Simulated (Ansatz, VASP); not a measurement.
TiO2 in VASP and in Ansatz

File POSCAR:

```
TiO2
1.0
    2.6805548658     -2.7284128728     -0.0617389515
    2.6752617647      2.7231209861     -0.0543959535
   -2.7090875630      0.0090815493      4.8052823094
Ti O
2 4
Direct
    0.1219484995      0.8575515384      0.2362471605
    0.8755807488      0.1482181876      0.7558577591
    0.3540058329      0.0989456189      0.6738295210
    0.6731971283      0.9418963086      0.3216654504
    0.9681807552      0.6826863602      0.8467382601
    0.0640405078      0.3491038293      0.1745947979
```

The input INCAR.step1:

```
SYSTEM = TiO2
PREC = Accurate
ENCUT = 520
ISMEAR = 0
SIGMA = 0.02
LREAL = .False.
LASPH = .True.
NELM = 60
NBANDS = 33
GGA = PE
ALGO = Normal
EDIFF = 1E-4
LWAVE = .True.
LCHARG = .False.
```

File INCAR.step2:

```
SYSTEM = TiO2
PREC = Accurate
ENCUT = 520
EDIFF = 1E-6
ISMEAR = 0
SIGMA = 0.02
LREAL = .False.
LASPH = .True.
NELM = 60
ALGO = Normal
ISIF = 2
LWAVE = .False.
LCHARG = .False.
METAGGA = R2SCAN
LMIXTAU = .True.
NBANDS = 33
ISTART = 1
```

Contents of KPOINTS:

```
Automatic mesh
0
Gamma
  6 6 6
  0 0 0
```

Input for Ansatz:

```yaml
crystal:
  lattice:
    - [2.6805548658, -2.7284128728, -0.0617389515]
    - [2.6752617647, 2.7231209861, -0.0543959535]
    - [-2.709087563, 0.0090815493, 4.8052823094]
  atoms:
    - { symbol: Ti, position: [0.1219484995, 0.8575515384, 0.2362471605] }
    - { symbol: Ti, position: [0.8755807488, 0.1482181876, 0.7558577591] }
    - { symbol: O, position: [0.3540058329, 0.0989456189, 0.673829521] }
    - { symbol: O, position: [0.6731971283, 0.9418963086, 0.3216654504] }
    - { symbol: O, position: [0.9681807552, 0.6826863602, 0.8467382601] }
    - { symbol: O, position: [0.0640405078, 0.3491038293, 0.1745947979] }
basis:
  ecutwfc: 600
kpoints:
  mp_grid: { grid: [6, 6, 6] }
hamiltonian:
  xc: r2scan
scf:
  occupations: { method: gaussian, width: 0.02 }
output:
  forces: true
  stress: true
  eigenvalues: true
```

Change from the starting cell: ecut displaced: 600 eV.

Alike in both runs: task single point; functional r2SCAN; k mesh 6 × 6 × 6; occupations gaussian, width 0.02 eV; no spin polarisation.

|  | VASP | Ansatz |
| --- | --- | --- |
| version | VASP 6.6.1 | Ansatz 0.2.0 |
| potentials or method | VASP PAW PBE potentials, release 64 (Ti_sv, O), cutoff 520 eV | scalar-relativistic, plane waves, PAW |
| valence electrons in the cell | 48 | 48 |

```tsv
	VASP	Ansatz	Ansatz less VASP
gap on the k mesh at the Fermi level (eV)	2.58	2.56	-0.020
least direct gap on the mesh (eV)	3.00	2.98	-0.023
pressure (GPa)	-1.4	-2.6	-1.19
traceless stress, the component that is largest in VASP (GPa)	5.61	5.60	-0.015
rms of the force components (eV/Å)	0.672	0.638	-0.0333
```

VASP's potentials were made for PBE, not for r2SCAN. Atom by atom the forces differ by 0.065 eV/Å (rms over components).
